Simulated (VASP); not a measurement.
# AlO2 (fluorite type) (Fm-3m) in VASP: further runs, part 2 of 2

VASP 6.6.1. Earlier steps stand in the parts before.

### Step 3. Single point, r2SCAN

POSCAR reads:

```
AlO2
1.0
    0.0000000000      2.3914430666      2.3914430666
    2.3914430666      0.0000000000      2.3914430666
    2.3914430666      2.3914430666      0.0000000000
Al O
1 2
Direct
    0.0000000000      0.0000000000      0.0000000000
    0.2500000000      0.2500000000      0.2500000000
    0.7500000000      0.7500000000      0.7500000000
```

INCAR.step1 reads:

```
SYSTEM = AlO2
  ALGO = Normal
  EDIFF = 1E-5
  ENCUT = 660
  GGA = PE
  GGA_COMPAT = .False.
  ISMEAR = -1
  LASPH = .True.
  LCHARG = .False.
  LREAL = .False.
  LWAVE = .True.
  NBANDS = 14
  NELM = 120
  PREC = Accurate
  SIGMA = 0.1
```

INCAR.step2 reads:

```
SYSTEM = AlO2
  ALGO = Normal
  EDIFF = 1E-6
  ENCUT = 660
  GGA_COMPAT = .False.
  ISIF = 2
  ISMEAR = -1
  ISTART = 1
  LASPH = .True.
  LCHARG = .True.
  LELF = .True.
  LMIXTAU = .True.
  LREAL = .False.
  LVHAR = .True.
  LWAVE = .False.
  METAGGA = R2SCAN
  NBANDS = 14
  NELM = 120
  PREC = Accurate
  SIGMA = 0.1
```

KPOINTS reads:

```
k-points
0
Gamma
  12 12 12
  0 0 0
```

Potentials or basis: VASP PAW PBE potentials, release 64 (Al, O).

Command:

```sh
cat potpaw_PBE.64/Al/POTCAR potpaw_PBE.64/O/POTCAR > POTCAR
cp INCAR.step1 INCAR
mpirun -np 1 vasp_std > vasp.out
cp INCAR.step2 INCAR
mpirun -np 1 vasp_std > vasp.out
```

OUTCAR:

```text
SYSTEM = AlO2
   EDIFF = 1E-6
   ENCUT = 660
   ISIF = 2
   ISMEAR = -1
   ISTART = 1
   LASPH = .True.
   LREAL = .False.
   METAGGA = R2SCAN
   NELM = 120
   PREC = Accurate

 ion  position               nearest neighbor table
   1  0.000  0.000  0.000-   3 2.07   3 2.07   3 2.07   2 2.07   3 2.07   2 2.07   2 2.07   2 2.07

   2  0.250  0.250  0.250-   1 2.07   1 2.07   1 2.07   1 2.07
   3  0.750  0.750  0.750-   1 2.07   1 2.07   1 2.07   1 2.07

  LATTYP: Found a face centered cubic cell.
 ALAT       =     4.7828861332

  Lattice vectors:

 A1 = (   0.0000000000,   2.3914430666,   2.3914430666)
 A2 = (   2.3914430666,   0.0000000000,   2.3914430666)
 A3 = (   2.3914430666,   2.3914430666,   0.0000000000)

Analysis of symmetry for initial positions (statically):
=====================================================================
 Subroutine PRICEL returns:
 Original cell was already a primitive cell.

 Routine SETGRP: Setting up the symmetry group for a
 face centered cubic supercell.

 Subroutine GETGRP returns: Found 48 space group operations
 (whereof 48 operations were pure point group operations)
 out of a pool of 48 trial point group operations.

[... 173 lines left out ...]
      2     -11.0064      2.00000
      3       1.3574      2.00000
      4       1.3574      2.00000
      5       1.3574      2.00000
      6       4.5346      1.99642
      7       4.5346      1.99642
      8       4.5346      1.99642
      9      11.0574      0.00000
     10      15.8903      0.00000
     11      15.8903      0.00000
     12      15.8903      0.00000
     13      20.9330      0.00000
     14      20.9330      0.00000
[... 377 lines left out ...]
      1     -13.4464      2.00000
      2     -13.1343      2.00000
      3      -0.3279      2.00000
      4       0.8475      2.00000
      5       1.4343      2.00000
      6       2.9614      2.00000
      7       3.4009      2.00000
      8       4.5120      1.99715
      9      15.0718      0.00000
     10      16.6337      0.00000
     11      19.4790      0.00000
     12      19.7906      0.00000
     13      20.4196      0.00000
     14      22.4272      0.00000

 [... further k-points ...]
[... 5 lines left out ...]
  --------------------------------------------------------------------------------------
  -------------------------------------------------------------------------------------
  Total       -2.5733588     -2.5733588     -2.5733588      0.0000000      0.0000000      0.0000000
  in kB     -150.7303819   -150.7303819   -150.7303819      0.0000000      0.0000000      0.0000000
  external PRESSURE =    -150.7303819 kB  Pullay stress =       0.0000000 kB

 VOLUME and BASIS-vectors are now :
 -----------------------------------------------------------------------------
  energy-cutoff  :      660.00
  volume of cell :       27.35
      direct lattice vectors                 reciprocal lattice vectors
     0.000000000  2.391443067  2.391443067    -0.209078781  0.209078781  0.209078781
     2.391443067  0.000000000  2.391443067     0.209078781 -0.209078781  0.209078781
     2.391443067  2.391443067  0.000000000     0.209078781  0.209078781 -0.209078781

 POSITION                                       TOTAL-FORCE (eV/Angst)
 -----------------------------------------------------------------------------------
      0.00000      0.00000      0.00000         0.000000      0.000000      0.000000
      1.19572      1.19572      1.19572        -0.000000      0.000000     -0.000000
      3.58716      3.58716      3.58716         0.000000     -0.000000      0.000000
 -----------------------------------------------------------------------------------
    total drift:                                0.000000      0.000000      0.000000

  FREE ENERGIE OF THE ION-ELECTRON SYSTEM (eV)
  ---------------------------------------------------
  free  energy   TOTEN  =       -24.5943860552 eV

  energy  without entropy=      -24.5235288492  energy(sigma->0) =      -24.55895745
```

OUTCAR.step1:

```text
SYSTEM = AlO2
   EDIFF = 1E-5
   ENCUT = 660
   GGA = PE
   ISMEAR = -1
   LASPH = .True.
   LREAL = .False.
   NELM = 120
[... 630 lines left out ...]
      0.00000      0.00000      0.00000        -0.000000      0.000000      0.000000
      1.19572      1.19572      1.19572        -0.000000     -0.000000     -0.000000
      3.58716      3.58716      3.58716         0.000000      0.000000      0.000000
 -----------------------------------------------------------------------------------
    total drift:                                0.000000      0.000000      0.000000

  FREE ENERGIE OF THE ION-ELECTRON SYSTEM (eV)
  ---------------------------------------------------
  free  energy   TOTEN  =       -19.1125454621 eV

  energy  without entropy=      -19.0396126033  energy(sigma->0) =      -19.07607903
```

OSZICAR.step1:

```text
N       E                     dE             d eps       ncg     rms          rms(c)
DAV:   1     0.611306056117E+02    0.61131E+02   -0.84605E+03  2024   0.114E+03
DAV:   2    -0.175892319743E+02   -0.78720E+02   -0.73781E+02  2674   0.237E+02
DAV:   3    -0.205909197991E+02   -0.30017E+01   -0.29573E+01  2394   0.440E+01
DAV:   4    -0.206088476391E+02   -0.17928E-01   -0.17927E-01  2298   0.398E+00
DAV:   5    -0.206090440665E+02   -0.19643E-03   -0.19643E-03  2424   0.419E-01    0.711E+00
DAV:   6    -0.191292590884E+02    0.14798E+01   -0.29847E+00  2016   0.155E+01    0.226E+00
DAV:   7    -0.191114630167E+02    0.17796E-01   -0.10002E-01  2250   0.271E+00    0.134E+00
DAV:   8    -0.191119581734E+02   -0.49516E-03   -0.22440E-02  2040   0.166E+00    0.193E-01
DAV:   9    -0.191122740584E+02   -0.31589E-03   -0.12865E-03  2298   0.294E-01    0.131E-01
DAV:  10    -0.191125530804E+02   -0.27902E-03   -0.34463E-04  2016   0.140E-01    0.311E-02
DAV:  11    -0.191125454621E+02    0.76182E-05   -0.15788E-05  1748   0.363E-02
   1 F= -.19112545E+02 E0= -.19076079E+02  d E =-.729329E-01
```

It took 1.9 min on 1 thread of Intel Xeon 6975P-C, shared host; peak memory 0.18 GiB.

Results:

| Quantity | Value |
| --- | --- |
| Free energy | -24.5944 eV |
| Pressure | -15.1 GPa |

Caveat: the PAW data sets were made with another functional, which shifts forces and pressure a little; an odd number of electrons without spin polarisation forces a metal; a magnetic or distorted state may lie lower.
